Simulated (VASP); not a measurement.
# Hf4N in VASP: single point with PBE+D3(BJ)

Aim: the single point of Hf4N with PBE+D3(BJ).

Everything below comes from runs of VASP 6.6.1. Logs are shortened: lines on timing, memory, paths and dates and some standing lists are left out, and cuts for length are marked.

**1. The cell of the first run**

The cell holds a slab with vacuum, 10 atoms: a = 6.342 Å, b = 5.017 Å, c = 22.167 Å, α = 90.00°, β = 90.00°, γ = 90.00°.

**2. Single point, PBE+D3(BJ)**

INCAR reads:

```
SYSTEM = Hf4N
ALGO = Fast
DIPOL = 0.5 0.5 0.307
EDIFF = 1E-7
ENCUT = 520
GGA = PE
IDIPOL = 3
ISIF = 2
ISMEAR = 0
IVDW = 12
LASPH = .True.
LCHARG = .False.
LDIPOL = .True.
LREAL = .False.
LWAVE = .False.
NBANDS = 56
NELM = 100
PREC = Accurate
SIGMA = 0.1
```

KPOINTS reads:

```
k-points
0
Gamma
  4 6 1
  0 0 0
```

POSCAR reads:

```
Hf4N
1.0
    6.3423521406      0.0000000000      0.0000000000
    0.0000000000      5.0167614026      0.0000000000
    0.0000000000      0.0000000000     22.1665201410
Hf N
8 2
Direct
    0.0000000000      0.7500000000      0.1804523206
    0.5000000000      0.7500000000      0.1804523206
    0.2500000000      0.2500000000      0.2217506242
    0.7500000000      0.2500000000      0.2217506242
    0.2500000000      0.7500000000      0.2964821324
    0.7500000000      0.7500000000      0.2964821324
    0.0000000000      0.2500000000      0.3368377216
    0.5000000000      0.2500000000      0.3368377216
    0.1250000000      0.5000000000      0.4721769621
    0.1250000000      0.5000000000      0.5218013503
```

Potentials or basis: VASP PAW PBE potentials, release 64 (Hf_pv, N).

Launch:

```
> cat potpaw_PBE.64/Hf_pv/POTCAR potpaw_PBE.64/N/POTCAR > POTCAR
> mpirun -np 1 vasp_std > vasp.out
```

OUTCAR:

```text
SYSTEM = Hf4N
   EDIFF = 1E-7
   ENCUT = 520
   GGA = PE
   ISIF = 2
   ISMEAR = 0
   IVDW = 12
   LASPH = .True.
   LREAL = .False.
   NELM = 100
   PREC = Accurate
 IVDW          = 12

 ion  position               nearest neighbor table
   1  0.000  0.750  0.180-   5 3.02   6 3.02   3 3.11   4 3.11   3 3.11   4 3.11   2 3.17   2 3.17

   2  0.500  0.750  0.180-   5 3.02   6 3.02   3 3.11   4 3.11   3 3.11   4 3.11   1 3.17   1 3.17

   3  0.250  0.250  0.222-   7 3.00   8 3.00   5 3.01   5 3.01   1 3.11   1 3.11   2 3.11   2 3.11
                             4 3.17   4 3.17
   4  0.750  0.250  0.222-   7 3.00   8 3.00   6 3.01   6 3.01   1 3.11   1 3.11   2 3.11   2 3.11
                             3 3.17   3 3.17
   5  0.250  0.750  0.296-   3 3.01   3 3.01   1 3.02   2 3.02   8 3.10   7 3.10   7 3.10   8 3.10
                             6 3.17   6 3.17
   6  0.750  0.750  0.296-   4 3.01   4 3.01   1 3.02   2 3.02   8 3.10   7 3.10   7 3.10   8 3.10
                             5 3.17   5 3.17
   7  0.000  0.250  0.337-   3 3.00   4 3.00   5 3.10   6 3.10   5 3.10   6 3.10   8 3.17   8 3.17

   8  0.500  0.250  0.337-   3 3.00   4 3.00   5 3.10   6 3.10   5 3.10   6 3.10   7 3.17   7 3.17

   9  0.125  0.500  0.472-  10 1.10
  10  0.125  0.500  0.522-   9 1.10

  LATTYP: Found a simple orthorhombic cell.
 ALAT       =     5.0167614026
 B/A-ratio  =     1.2642323666
 C/A-ratio  =     4.4184920035

  Lattice vectors:

 A1 = (   0.0000000000,  -5.0167614026,   0.0000000000)
 A2 = (   6.3423521406,   0.0000000000,   0.0000000000)
 A3 = (   0.0000000000,   0.0000000000,  22.1665201410)

Analysis of symmetry for initial positions (statically):
=====================================================================
 Subroutine PRICEL returns:
 Original cell was already a primitive cell.

 Routine SETGRP: Setting up the symmetry group for a
 simple orthorhombic supercell.

 Subroutine GETGRP returns: Found  1 space group operations
 (whereof  1 operations were pure point group operations)
 out of a pool of  8 trial point group operations.

The static configuration has the point symmetry C_1 .

Analysis of symmetry for dynamics (positions and initial velocities):
=====================================================================
 Subroutine PRICEL returns:
 Original cell was already a primitive cell.

 Routine SETGRP: Setting up the symmetry group for a
 simple orthorhombic supercell.

 Subroutine GETGRP returns: Found  1 space group operations
 (whereof  1 operations were pure point group operations)
 out of a pool of  8 trial point group operations.

The dynamic configuration has the point symmetry C_1 .

 Subroutine INISYM returns: Found  1 space group operations
 (whereof  1 operations are pure point group operations),
 and found     1 'primitive' translations

----------------------------------------------------------------------------------------

                                     Primitive cell

  volume of cell :     705.2958

  direct lattice vectors                    reciprocal lattice vectors
     6.342352141  0.000000000  0.000000000     0.157670211  0.000000000  0.000000000
     0.000000000  5.016761403  0.000000000     0.000000000  0.199331784  0.000000000
     0.000000000  0.000000000 22.166520141     0.000000000  0.000000000  0.045113080

  length of vectors
     6.342352141  5.016761403 22.166520141     0.157670211  0.199331784  0.045113080

  position of ions in fractional coordinates (direct lattice)
     0.000000000  0.750000000  0.180452321
     0.500000000  0.750000000  0.180452321
     0.250000000  0.250000000  0.221750624
     0.750000000  0.250000000  0.221750624
     0.250000000  0.750000000  0.296482132
     0.750000000  0.750000000  0.296482132
     0.000000000  0.250000000  0.336837722
     0.500000000  0.250000000  0.336837722
     0.125000000  0.500000000  0.472176962
     0.125000000  0.500000000  0.521801350

  ion indices of the primitive-cell ions
   primitive index   ion index
                 1           1
                 2           2
                 3           3
                 4           4
                 5           5
                 6           6
                 7           7
                 8           8
                 9           9
                10          10

----------------------------------------------------------------------------------------

 KPOINTS: k-points

Automatic generation of k-mesh.
 Grid dimensions read from file:
 generate k-points for:    4    6    1

 Generating k-lattice:

  Cartesian coordinates                     Fractional coordinates (reciprocal lattice)
     0.039417553  0.000000000  0.000000000     0.250000000  0.000000000  0.000000000
     0.000000000  0.033221964  0.000000000     0.000000000  0.166666667  0.000000000
     0.000000000  0.000000000  0.045113080     0.000000000  0.000000000  1.000000000

  Length of vectors
     0.039417553  0.033221964  0.045113080

  Shift w.r.t. Gamma in fractional coordinates (k-lattice)
     0.000000000  0.000000000  0.000000000

 Subroutine IBZKPT returns following result:
 ===========================================

 Found     14 irreducible k-points:

 Following reciprocal coordinates:
            Coordinates               Weight
  0.000000  0.000000  0.000000      1.000000
  0.250000  0.000000  0.000000      2.000000
  0.500000  0.000000  0.000000      1.000000
  0.000000  0.166667  0.000000      2.000000
  0.250000  0.166667  0.000000      2.000000
 -0.250000  0.166667  0.000000      2.000000
  0.500000  0.166667  0.000000      2.000000
  0.000000  0.333333  0.000000      2.000000
  0.250000  0.333333  0.000000      2.000000
 -0.250000  0.333333  0.000000      2.000000
  0.500000  0.333333  0.000000      2.000000
  0.000000  0.500000  0.000000      1.000000
  0.250000  0.500000  0.000000      2.000000
  0.500000  0.500000  0.000000      1.000000
   k-points           NKPTS =     14   k-points in BZ     NKDIM =     14   number of bands    NBANDS=     56
   number of dos      NEDOS =    301   number of ions     NIONS =     10
   total plane-waves  NPLWV = 322560
   dimension x,y,z NGX =    48 NGY =   40 NGZ =  168
   dimension x,y,z NGXF=    96 NGYF=   80 NGZF=  336
   ions per type =               8   2
   NGX,Y,Z   is equivalent  to a cutoff of  12.58, 13.26, 12.60 a.u.
   NGXF,Y,Z  is equivalent  to a cutoff of  25.16, 26.51, 25.20 a.u.
 SYSTEM =  Hf4N
   PREC   = accura    normal or accurate (medium, high low for compatibility)
   ISTART =      0    job   : 0-new  1-cont  2-samecut
   ICHARG =      2    charge: 1-file 2-atom 10-const
   ISPIN  =      1    spin polarized calculation?
   LNONCOLLINEAR =      F non collinear calculations
   LSORBIT =      F    spin-orbit coupling
   LASPH  =      T    aspherical Exc in radial PAW
   ENCUT  =  520.0 eV  38.22 Ry    6.18 a.u.  11.79  9.33 41.22*2*pi/ulx,y,z
   NELM   =    100;   NELMIN=  2; NELMDL= -5     # of ELM steps
   EDIFF  = 0.1E-06   stopping-criterion for ELM
   LREAL  =      F    real-space projection
   EDIFFG = 0.1E-05   stopping-criterion for IOM
   NSW    =      0    number of steps for IOM
   IBRION =     -1    ionic relax: 0-MD 1-quasi-New 2-CG
   NFREE  =      0    steps in history (QN), initial steepest desc. (CG)
   ISIF   =      2    stress and relaxation
   ISYM   =      2    0-nonsym 1-usesym 2-fastsym
   POTIM  = 0.5000    time-step for ionic-motion
   TEBEG  =    0.0;   TEEND  =   0.0 temperature during run
   PSTRESS=    0.0 pullay stress
   NELECT =      90.0000    total number of electrons
   NUPDOWN=      -1.0000    fix difference up-down
   EMIN   =  10.00;   EMAX   =-10.00  energy-range for DOS
   EFERMI =   0.00;   METHOD = LEGACY
   ISMEAR =     0;   SIGMA  =   0.10  broadening in eV -4-tet -1-fermi 0-gaus
   EFERMI_NEDOS =   21; number of points for ismear=-14 and -15
   IALGO  =     68    algorithm
   IMIX   =      4    mixing-type and parameters
     AMIX     =   0.40;   BMIX     =  1.00
     AMIX_MAG =   1.60;   BMIX_MAG =  1.00
  volume/ion in A,a.u.               =      70.53       475.96
  Fermi-wavevector in a.u.,A,eV,Ry     =   0.824199  1.557510  9.242484  0.679303
  Thomas-Fermi vector in A             =   1.935842
   LORBIT       =      0    0 simple, 1 ext, 2 COOP (PROOUT), +10 PAW based schemes
   GGA     = PE    functional components
   LHFCALC =     F    Hartree Fock is set to
   AEXX    =    0.0000 exact exchange contribution
   IVDW    =    12    specifies the selected vdW correction
   LEPSILON=     F    determine dielectric tensor
   LRPA    =     F    only Hartree local field effects (RPA)
 non-spin polarized calculation
 RMM-DIIS sequential band-by-band and
 Gauss-broadening in eV      SIGMA  =   0.10
  energy-cutoff  :      520.00
  volume of cell :      705.30
 maximum number of plane-waves:     19096
   NGX = 23   NGY = 19   NGZ = 83

 dipolmoment           0.000000      0.000000      0.120445 electrons x Angstroem

 number of electron      89.9999989 magnetization

 dipolmoment           0.000000      0.000000     -0.016317 electrons x Angstroem

 Free energy of the ion-electron system (eV)
  ---------------------------------------------------
  ext. energy  EPLUGINS =         0.00000000
  ---------------------------------------------------
  free energy    TOTEN  =       -88.53137040 eV

  energy without entropy =      -88.46579705  energy(sigma->0) =      -88.49858373

 E-fermi :  -1.2609     XC(G=0):  -4.1558

 val. band max:       -1.2772232056   @ k =  -0.2500   0.3333   0.0000
 cond. band min:      -1.2311419981   @ k =   0.5000   0.5000   0.0000
 fundamental gap:      0.0460812074
 Fermi energy:        -1.2609096573

 k-point     1 :       0.0000    0.0000    0.0000
  band No.  band energies     occupation
      1     -32.5316      2.00000
      2     -32.5195      2.00000
      3     -32.5003      2.00000
      4     -32.4809      2.00000
      5     -32.4405      2.00000
      6     -32.4119      2.00000
[... 815 lines left out ...]
     55      -0.4108      0.00000
     56      -0.3940      0.00000

------------------------ aborting loop because EDIFF is reached ----------------------------------------

 vacuum level on the upper side and lower side of the slab       (xc-potential included)        -0.050         0.040

 Edisp (eV)   -2.11895

 E8    (eV) :    -1.1639

  FORCE on cell =-STRESS in cart. coord.  units (eV):
  Direction    XX          YY          ZZ          XY          YZ          ZX
  --------------------------------------------------------------------------------------
  -------------------------------------------------------------------------------------
  Total      -7.99606    -1.08053     2.09172    -0.06101    -0.41574    -0.07158
  in kB     -18.16416    -2.45458     4.75162    -0.13859    -0.94442    -0.16260
  external pressure =       -5.29 kB  Pullay stress =        0.00 kB

 VOLUME and BASIS-vectors are now :
 -----------------------------------------------------------------------------
  energy-cutoff  :      520.00
  volume of cell :      705.30
      direct lattice vectors                 reciprocal lattice vectors
     6.342352141  0.000000000  0.000000000     0.157670211  0.000000000  0.000000000
     0.000000000  5.016761403  0.000000000     0.000000000  0.199331784  0.000000000
     0.000000000  0.000000000 22.166520141     0.000000000  0.000000000  0.045113080

 POSITION                                       TOTAL-FORCE (eV/Angst)
 -----------------------------------------------------------------------------------
      0.00000      3.76257      4.00000         0.002240      0.004760      0.130415
      3.17118      3.76257      4.00000        -0.011695      0.030446      0.156986
      1.58559      1.25419      4.91544         0.015720      0.000591     -0.106574
      4.75676      1.25419      4.91544        -0.023000     -0.005840     -0.105520
      1.58559      3.76257      6.57198        -0.018020      0.041422     -0.104788
      4.75676      3.76257      6.57198         0.006730      0.011324     -0.010775
      0.00000      1.25419      7.46652        -0.045147      0.063790      0.133932
      3.17118      1.25419      7.46652         0.129180     -0.033031     -0.060825
      0.79279      2.50838     10.46652        -0.088134     -0.187004     -2.477208
      0.79279      2.50838     11.56652         0.032126      0.073542      2.444358
 -----------------------------------------------------------------------------------
    total drift:                               -0.000053      0.000086     -0.000549

  FREE ENERGIE OF THE ION-ELECTRON SYSTEM (eV)
  ---------------------------------------------------
  free  energy   TOTEN  =       -90.6503158020 eV

  energy  without entropy=      -90.5847424504  energy(sigma->0) =      -90.61752913

 vacuum level on the upper side and lower side of the slab         2.542         2.635
```

Wall time 66 min (1 thread of Oxide Virtual Turin-like, shared host); peak memory 0.92 GiB.

What came out:

| Item | Value |
| --- | --- |
| Free energy | -90.6503 eV |
| Largest force | 2.486 eV/Å |
| Band gap on the k mesh | zero (bands 45 and 46 overlap by 0.44 eV) |
| Dispersion energy per atom | -0.212 eV |

Forces on the atoms (eV/Å):
```
Hf   0.002  0.005  0.130
Hf  -0.012  0.030  0.157
Hf   0.016  0.001 -0.107
Hf  -0.023 -0.006 -0.106
Hf  -0.018  0.041 -0.105
Hf   0.007  0.011 -0.011
Hf  -0.045  0.064  0.134
Hf   0.129 -0.033 -0.061
N   -0.088 -0.187 -2.477
N    0.032  0.074  2.444
```

Levels at points of the mesh, in eV from the Fermi level:
```tsv
k point	band 42	band 43	band 44	band 45	band 46	band 47	band 48	band 49
(0.00, 0.00, 0.00)	-0.72	-0.40	-0.24	0.10	0.40	0.48	0.70	0.86
(0.50, 0.00, 0.00)	-0.44	-0.42	-0.39	-0.35	-0.35	-0.22	0.22	0.23
(0.00, 0.50, 0.00)	-0.46	-0.42	-0.28	-0.26	0.46	0.49	0.55	0.60
(0.50, 0.50, 0.00)	-0.18	-0.17	-0.16	-0.16	0.03	0.04	0.06	0.06
```

Caveat: the standard files for N, O and F lose accuracy on very short bonds; spin-orbit coupling is left out, which moves the levels of the heavy elements.

The gap in the log of VASP goes by the Fermi energy; the results here count the filled bands.